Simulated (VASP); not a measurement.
Write the native input for VASP 6.6.1 that does the following.

| Item | Value |
| --- | --- |
| Task | single point |
| Functional | r2SCAN |
| Potentials or basis | VASP PAW PBE potentials, release 64 (N) |
| Cutoff | 520 eV |
| k mesh | 4 × 4 × 4 |
| Occupations | gaussian, width 0.02 eV |
| Spin | collinear spin, ferromagnetic start |
| Starting moments | [3.23, 3.23, 3.23, 3.23] μB |
| Dipole correction | no |
| Further INCAR settings | ALGO = Normal; EDIFF = 1e-06; NBANDS = 22 |

N:

```
N
1.0
     5.55956    0.00000    0.00000
     0.00000    5.55956    0.00000
     0.00000    0.00000    5.55956
N
4
Direct
  0.00037 0.00037 0.00037
  0.49963 0.99963 0.50037
  0.50037 0.49963 0.99963
  0.99963 0.50037 0.49963
```

These files were run (other wordings do the same):

POSCAR

```
N
1.0
    5.5595562580      0.0000000000      0.0000000000
    0.0000000000      5.5595562580      0.0000000000
    0.0000000000      0.0000000000      5.5595562580
N
4
Direct
    0.0003698838      0.0003698838      0.0003698838
    0.4996301162      0.9996301162      0.5003698838
    0.5003698838      0.4996301162      0.9996301162
    0.9996301162      0.5003698838      0.4996301162
```

INCAR.step1

```
SYSTEM = N
ALGO = Normal
EDIFF = 1E-4
ENCUT = 520
GGA = PE
ISMEAR = 0
ISPIN = 2
LASPH = .TRUE.
LCHARG = .FALSE.
LREAL = .FALSE.
LWAVE = .TRUE.
MAGMOM = 3.23 3.23 3.23 3.23
NBANDS = 22
NELM = 150
PREC = Accurate
SIGMA = 0.02
```

INCAR.step2

```
SYSTEM = N
ALGO = Normal
EDIFF = 1E-6
ENCUT = 520
ISIF = 2
ISMEAR = 0
ISPIN = 2
ISTART = 1
LASPH = .TRUE.
LCHARG = .TRUE.
LELF = .TRUE.
LMIXTAU = .TRUE.
LORBIT = 11
LREAL = .FALSE.
LVHAR = .TRUE.
LWAVE = .FALSE.
MAGMOM = 3.23 3.23 3.23 3.23
METAGGA = R2SCAN
NBANDS = 22
NELM = 150
PREC = Accurate
SIGMA = 0.02
```

KPOINTS

```
k-points
0
G
  4 4 4
  0 0 0
```

Potentials or basis: VASP PAW PBE potentials, release 64 (N).

Run with:

```sh
$ cat potpaw_PBE.64/N/POTCAR > POTCAR
$ cp INCAR.step1 INCAR
$ mpirun -np 1 vasp_std > vasp.out
$ cp INCAR.step2 INCAR
$ mpirun -np 1 vasp_std > vasp.out
```

Results of the run:

```json
{
  "Pressure": "-0.1 GPa",
  "Band gap on the k mesh": "4.55 eV",
  "Net moment": "12.00 μB per cell",
  "Site moments": "N +1.99 μB",
  "Valence electrons inside the program's atomic spheres": "N 3.30"
}
```

Caveat: the PAW data sets were made with another functional, which shifts forces and pressure a little.

Wall time 8.1 min on 1 thread of Oxide Virtual Turin-like Processor (shared host), peak memory 0.33 GiB.
